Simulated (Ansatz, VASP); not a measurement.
# Hg: VASP beside Ansatz

The input INCAR:

```
SYSTEM = Hg
ALGO = Normal ; EDIFF = 1E-6
ENCUT = 520 ; GGA = RP
ISIF = 2 ; ISMEAR = -1
LASPH = .TRUE. ; LCHARG = .FALSE.
LREAL = .FALSE. ; LWAVE = .FALSE.
NBANDS = 12 ; NELM = 60
PREC = Accurate ; SIGMA = 0.1
```

File KPOINTS:

```
k-points
0
G
  9 9 9
  0 0 0
```

POSCAR

```
Hg
1.0
    0.0000000000      3.6987711439      3.6987711439
    3.6987711439      0.0000000000      3.6987711439
    3.6987711439      3.6987711439      0.0000000000
Hg
1
Direct
    0.0000000000      0.0000000000      0.0000000000
```

Input for Ansatz:

```yaml
crystal:
  lattice:
    - [0.0, 3.6987711439, 3.6987711439]
    - [3.6987711439, 0.0, 3.6987711439]
    - [3.6987711439, 3.6987711439, 0.0]
  atoms:
    - { symbol: Hg, position: [0.0, 0.0, 0.0] }
hamiltonian:
  xc: rpbe
  pseudopotentials:
    kind: paw
    azcp:
      Hg: "pseudopotentials/Hg.paw.azcp"
basis:
  ecutwfc: 420
  fft_grid_basis: typed
kpoints:
  mp_grid: { grid: [9, 9, 9], shift: [0, 0, 0] }
magnetization:
  spin_polarized: false
scf:
  occupations: { method: fermi_dirac, width: 0.1 }
  lower_state_search: "off"
output:
  stress: true
```

Alike in both runs: task single point; functional RPBE; k mesh 9 × 9 × 9; occupations fermi-dirac, width 0.1 eV; no spin polarisation.

|  | VASP | Ansatz |
| --- | --- | --- |
| version | VASP 6.6.1 | Ansatz 0.2.0 |
| potentials or method | VASP PAW PBE potentials, release 64 (Hg), cutoff 520 eV | plane waves (420 eV) with PAW, scalar-relativistic |
| valence electrons in the cell | 12 | 20 |

```tsv
	VASP	Ansatz	Ansatz less VASP
pressure (GPa)	0.0	0.0	+0.03
```

VASP's potentials were made for PBE, not for RPBE. With one functional, cell and mesh, what is left measures potentials, basis and numerics. VASP's potentials hold 12 valence electrons a cell and Ansatz's 20, so a difference there can come from the potentials and not from the codes.

Neither program's run includes spin-orbit coupling.
